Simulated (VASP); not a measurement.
# NaH (P4/mmm) in VASP: settings compared

The runs below take NaH through single point, with PBE, r2SCAN, HSE06.

All numbers are computed with VASP 6.6.1; they aren't measurements. Logs are shortened: lines on timing, memory, paths and dates and some standing lists are left out, and cuts for length are marked.

## (1) The cell of the first run

Symmetry: P4/mmm, No. 123, tetragonal system. Conventional cell: a = 2.932 Å, b = 2.932 Å, c = 2.788 Å, α = 90.00°, β = 90.00°, γ = 90.00°. Na (site symmetry 4/mmm) has 8 H at 2.50 Å and 6 Na at 2.79 to 2.93 Å within 3.3 Å. H (site symmetry 4/mmm) has 8 Na at 2.50 Å and 6 H at 2.79 to 2.93 Å within 3.3 Å.

## (2) Single point, PBE (uniaxial z strain -4.9%)

Contents of INCAR:

```
SYSTEM = NaH
ALGO = Normal
EDIFF = 1E-6
ENCUT = 520
GGA = PE
ISIF = 2
ISMEAR = -1
LASPH = .True.
LCHARG = .True.
LELF = .True.
LREAL = .False.
LVHAR = .True.
LWAVE = .False.
NBANDS = 11
NELM = 100
PREC = Accurate
SIGMA = 0.02
```

Contents of KPOINTS:

```
k-points
0
Gamma
  8 8 8
  0 0 0
```

Contents of POSCAR:

```
NaH
1.0
    2.9323912064      0.0000000000      0.0000000000
    0.0000000000      2.9323912064      0.0000000000
    0.0000000000      0.0000000000      2.7875310808
Na H
1 1
Direct
    0.0000000000      0.0000000000      0.0000000000
    0.5000000000      0.5000000000      0.5000000000
```

Potentials or basis: VASP PAW PBE potentials, release 64 (Na_pv, H).

Run with:

```
$ cat potpaw_PBE.64/Na_pv/POTCAR potpaw_PBE.64/H/POTCAR > POTCAR
$ mpirun -np 1 vasp_std > vasp.out
```

OUTCAR:

```text
SYSTEM = NaH
   EDIFF = 1E-6
   ENCUT = 520
   GGA = PE
   ISIF = 2
   ISMEAR = -1
   LASPH = .True.
   LREAL = .False.
   NELM = 100
   PREC = Accurate

 ion  position               nearest neighbor table
   1  0.000  0.000  0.000-
   2  0.500  0.500  0.500-

  LATTYP: Found a simple tetragonal cell.
 ALAT       =     2.9323912064
 C/A-ratio  =     0.9506000000

  Lattice vectors:

 A1 = (   2.9323912064,   0.0000000000,   0.0000000000)
 A2 = (   0.0000000000,   2.9323912064,   0.0000000000)
 A3 = (   0.0000000000,   0.0000000000,   2.7875310808)

Analysis of symmetry for initial positions (statically):
=====================================================================
 Subroutine PRICEL returns:
 Original cell was already a primitive cell.

 Routine SETGRP: Setting up the symmetry group for a
 simple tetragonal supercell.

 Subroutine GETGRP returns: Found 16 space group operations
 (whereof 16 operations were pure point group operations)
 out of a pool of 16 trial point group operations.

The static configuration has the point symmetry D_4h.

Analysis of symmetry for dynamics (positions and initial velocities):
=====================================================================
 Subroutine PRICEL returns:
 Original cell was already a primitive cell.

 Routine SETGRP: Setting up the symmetry group for a
 simple tetragonal supercell.

 Subroutine GETGRP returns: Found 16 space group operations
 (whereof 16 operations were pure point group operations)
 out of a pool of 16 trial point group operations.

The dynamic configuration has the point symmetry D_4h.

 Subroutine INISYM returns: Found 16 space group operations
 (whereof 16 operations are pure point group operations),
 and found     1 'primitive' translations

----------------------------------------------------------------------------------------

                                     Primitive cell

  volume of cell :      23.9698

  direct lattice vectors                    reciprocal lattice vectors
     2.932391206  0.000000000  0.000000000     0.341018619  0.000000000  0.000000000
     0.000000000  2.932391206  0.000000000     0.000000000  0.341018619  0.000000000
     0.000000000  0.000000000  2.787531081     0.000000000  0.000000000  0.358740395

  length of vectors
     2.932391206  2.932391206  2.787531081     0.341018619  0.341018619  0.358740395

  position of ions in fractional coordinates (direct lattice)
     0.000000000  0.000000000  0.000000000
     0.500000000  0.500000000  0.500000000

  ion indices of the primitive-cell ions
   primitive index   ion index
                 1           1
                 2           2

----------------------------------------------------------------------------------------

 KPOINTS: k-points

Automatic generation of k-mesh.
 Grid dimensions read from file:
 generate k-points for:    8    8    8

 Generating k-lattice:

  Cartesian coordinates                     Fractional coordinates (reciprocal lattice)
     0.042627327  0.000000000  0.000000000     0.125000000  0.000000000  0.000000000
     0.000000000  0.042627327  0.000000000     0.000000000  0.125000000  0.000000000
     0.000000000  0.000000000  0.044842549     0.000000000  0.000000000  0.125000000

  Length of vectors
     0.042627327  0.042627327  0.044842549

  Shift w.r.t. Gamma in fractional coordinates (k-lattice)
     0.000000000  0.000000000  0.000000000

 Subroutine IBZKPT returns following result:
 ===========================================

 Found     75 irreducible k-points:

 Following reciprocal coordinates:
            Coordinates               Weight
  0.000000  0.000000  0.000000      1.000000
  0.125000  0.000000  0.000000      4.000000
  0.250000  0.000000  0.000000      4.000000
  0.375000  0.000000  0.000000      4.000000
  0.500000  0.000000  0.000000      2.000000
  0.125000  0.125000  0.000000      4.000000
[... 16 lines left out ...]
  0.375000  0.125000  0.125000     16.000000
  0.500000  0.125000  0.125000      8.000000
 [... further k-points ...]
   k-points           NKPTS =     75   k-points in BZ     NKDIM =     75   number of bands    NBANDS=     11
   number of dos      NEDOS =    301   number of ions     NIONS =      2
   total plane-waves  NPLWV =  13824
   dimension x,y,z NGX =    24 NGY =   24 NGZ =   24
   dimension x,y,z NGXF=    48 NGYF=   48 NGZF=   48
   ions per type =               1   1
   NGX,Y,Z   is equivalent  to a cutoff of  13.61, 13.61, 14.31 a.u.
   NGXF,Y,Z  is equivalent  to a cutoff of  27.21, 27.21, 28.63 a.u.
 SYSTEM =  NaH
   PREC   = accura    normal or accurate (medium, high low for compatibility)
   ISTART =      0    job   : 0-new  1-cont  2-samecut
   ICHARG =      2    charge: 1-file 2-atom 10-const
   ISPIN  =      1    spin polarized calculation?
   LNONCOLLINEAR =      F non collinear calculations
   LSORBIT =      F    spin-orbit coupling
   LASPH  =      T    aspherical Exc in radial PAW
   ENCUT  =  520.0 eV  38.22 Ry    6.18 a.u.   5.45  5.45  5.18*2*pi/ulx,y,z
   NELM   =    100;   NELMIN=  2; NELMDL= -5     # of ELM steps
   EDIFF  = 0.1E-05   stopping-criterion for ELM
   LREAL  =      F    real-space projection
   EDIFFG = 0.1E-04   stopping-criterion for IOM
   NSW    =      0    number of steps for IOM
   IBRION =     -1    ionic relax: 0-MD 1-quasi-New 2-CG
   NFREE  =      0    steps in history (QN), initial steepest desc. (CG)
   ISIF   =      2    stress and relaxation
   ISYM   =      2    0-nonsym 1-usesym 2-fastsym
   POTIM  = 0.5000    time-step for ionic-motion
   TEBEG  =    0.0;   TEEND  =   0.0 temperature during run
   PSTRESS=    0.0 pullay stress
   NELECT =       8.0000    total number of electrons
   NUPDOWN=      -1.0000    fix difference up-down
   EMIN   =  10.00;   EMAX   =-10.00  energy-range for DOS
   EFERMI =   0.00;   METHOD = LEGACY
   ISMEAR =    -1;   SIGMA  =   0.02  broadening in eV -4-tet -1-fermi 0-gaus
   EFERMI_NEDOS =   21; number of points for ismear=-14 and -15
   IALGO  =     38    algorithm
   IMIX   =      4    mixing-type and parameters
     AMIX     =   0.40;   BMIX     =  1.00
     AMIX_MAG =   1.60;   BMIX_MAG =  1.00
  volume/ion in A,a.u.               =      11.98        80.88
  Fermi-wavevector in a.u.,A,eV,Ry     =   1.135578  2.145931 17.545222  1.289537
  Thomas-Fermi vector in A             =   2.272283
   LORBIT       =      0    0 simple, 1 ext, 2 COOP (PROOUT), +10 PAW based schemes
   GGA     = PE    functional components
   LHFCALC =     F    Hartree Fock is set to
   AEXX    =    0.0000 exact exchange contribution
   IVDW    =     0    specifies the selected vdW correction
   LEPSILON=     F    determine dielectric tensor
   LRPA    =     F    only Hartree local field effects (RPA)
 non-spin polarized calculation
  energy-cutoff  :      520.00
  volume of cell :       23.97
 maximum number of plane-waves:       665
 NGX is ok and might be reduce to    24
   NGX = 11   NGY = 11   NGZ = 11

 number of electron       8.0000006 magnetization

 Free energy of the ion-electron system (eV)
  ---------------------------------------------------
  ext. energy  EPLUGINS =         0.00000000
  ---------------------------------------------------
  free energy    TOTEN  =        -4.74206587 eV

  energy without entropy =       -4.74206587  energy(sigma->0) =       -4.74206587

 E-fermi :   2.1225     XC(G=0):  -8.4217

 val. band max:        1.7259685792   @ k =   0.5000   0.5000   0.5000
 cond. band min:       2.5760617397   @ k =   0.5000   0.0000   0.0000
 fundamental gap:      0.8500931605
 Fermi energy:         2.1225361713

 k-point     1 :       0.0000    0.0000    0.0000
  band No.  band energies     occupation
      1     -22.8986      2.00000
      2     -22.8986      2.00000
      3     -22.8844      2.00000
      4      -4.5715      2.00000
      5      10.8155      0.00000
      6      12.4939      0.00000
      7      13.6264      0.00000
      8      14.1456      0.00000
      9      14.1456      0.00000
     10      15.9557      0.00000
     11      27.4077      0.00000

 k-point     2 :       0.1250    0.0000    0.0000
  band No.  band energies     occupation
      1     -22.9275      2.00000
      2     -22.8961      2.00000
      3     -22.8821      2.00000
      4      -4.3225      2.00000
      5       8.9737      0.00000
      6      11.9190      0.00000
      7      13.7738      0.00000
      8      14.3259      0.00000
      9      16.1324      0.00000
     10      17.2765      0.00000
     11      25.3646      0.00000

 k-point     3 :       0.2500    0.0000    0.0000
  band No.  band energies     occupation
      1     -22.9967      2.00000
      2     -22.8901      2.00000
      3     -22.8767      2.00000
      4      -3.6151      2.00000
      5       6.0372      0.00000
      6      12.3662      0.00000
      7      14.4622      0.00000
      8      14.8480      0.00000
      9      16.6412      0.00000
     10      21.5354      0.00000
     11      22.6980      0.00000

 k-point     4 :       0.3750    0.0000    0.0000
  band No.  band energies     occupation
      1     -23.0650      2.00000
      2     -22.8840      2.00000
      3     -22.8713      2.00000
      4      -2.6277      2.00000
      5       3.6511      0.00000
      6      12.9709      0.00000
      7      15.5266      0.00000
      8      15.6027      0.00000
      9      17.3658      0.00000
     10      20.5597      0.00000
     11      20.5956      0.00000
[... 239 lines left out ...]
 k-point    22 :       0.2500    0.1250    0.1250
  band No.  band energies     occupation
      1     -22.9877      2.00000
      2     -22.9166      2.00000
      3     -22.9113      2.00000
      4      -3.1332      2.00000
      5       6.4925      0.00000
      6      10.1886      0.00000
      7      11.7279      0.00000
      8      17.7187      0.00000
      9      18.4899      0.00000
     10      21.1240      0.00000
     11      21.6084      0.00000

 k-point    23 :       0.3750    0.1250    0.1250
  band No.  band energies     occupation
      1     -23.0537      2.00000
      2     -22.9100      2.00000
      3     -22.9049      2.00000
      4      -2.1985      2.00000
      5       4.1928      0.00000
      6      10.9115      0.00000
      7      12.7874      0.00000
      8      16.2851      0.00000
      9      18.2234      0.00000
     10      19.9260      0.00000
     11      21.9813      0.00000

 k-point    24 :       0.5000    0.1250    0.1250
  band No.  band energies     occupation
      1     -23.0809      2.00000
      2     -22.9073      2.00000
      3     -22.9022      2.00000
      4      -1.6382      2.00000
      5       3.1676      0.00000
      6      11.3079      0.00000
      7      13.9816      0.00000
      8      14.6585      0.00000
      9      18.2287      0.00000
     10      19.3729      0.00000
     11      23.2287      0.00000

 [... further k-points ...]

------------------------ aborting loop because EDIFF is reached ----------------------------------------

  FORCE on cell =-STRESS in cart. coord.  units (eV):
  Direction    XX          YY          ZZ          XY          YZ          ZX
  --------------------------------------------------------------------------------------
  -------------------------------------------------------------------------------------
  Total        0.0249238      0.0249238      0.9707546      0.0000000      0.0000000      0.0000000
  in kB        1.6659504      1.6659504     64.8868251      0.0000000      0.0000000      0.0000000
  external PRESSURE =      22.7395753 kB  Pullay stress =       0.0000000 kB

 VOLUME and BASIS-vectors are now :
 -----------------------------------------------------------------------------
  energy-cutoff  :      520.00
  volume of cell :       23.97
      direct lattice vectors                 reciprocal lattice vectors
     2.932391206  0.000000000  0.000000000     0.341018619  0.000000000  0.000000000
     0.000000000  2.932391206  0.000000000     0.000000000  0.341018619  0.000000000
     0.000000000  0.000000000  2.787531081     0.000000000  0.000000000  0.358740395

 POSITION                                       TOTAL-FORCE (eV/Angst)
 -----------------------------------------------------------------------------------
      0.00000      0.00000      0.00000         0.000000      0.000000      0.000000
      1.46620      1.46620      1.39377         0.000000      0.000000      0.000000
 -----------------------------------------------------------------------------------
    total drift:                                0.000000      0.000000      0.000000

  FREE ENERGIE OF THE ION-ELECTRON SYSTEM (eV)
  ---------------------------------------------------
  free  energy   TOTEN  =        -4.7420658749 eV

  energy  without entropy=       -4.7420658749  energy(sigma->0) =       -4.74206587
```

It took 8.4 s on 1 thread of Intel Xeon Platinum 8259CL at 2.50GHz (Skylake/Cascade Lake), shared host; peak memory 0.14 GiB.

What came out:

| Quantity | Value |
| --- | --- |
| Free energy | -4.7421 eV |
| Pressure | 2.3 GPa |
| Band gap on the k mesh | 0.85 eV (least direct gap 4.60 eV) |

Levels at points of the mesh, in eV from the valence-band top:
```
           k point  band 2  band 3  band 4  band 5  band 6  band 7
(0.00, 0.00, 0.00)  -24.62  -24.61   -6.30    9.09   10.77   11.90
(0.50, 0.00, 0.00)  -24.61  -24.59   -3.75    0.85   11.53   14.36
(0.50, 0.50, 0.00)  -24.78  -24.58   -2.10    4.09    4.09    6.86
(0.00, 0.00, 0.50)  -24.60  -24.60   -3.39    1.34   11.24   14.59
(0.50, 0.00, 0.50)  -24.77  -24.58   -1.78    4.50    4.58    7.32
(0.50, 0.50, 0.50)  -24.74  -24.74    0.00    6.92    6.92    7.13
```

Caveat: the cell differs from its parent crystal (uniaxial z strain -4.9%).

[end of part 1 of 3]
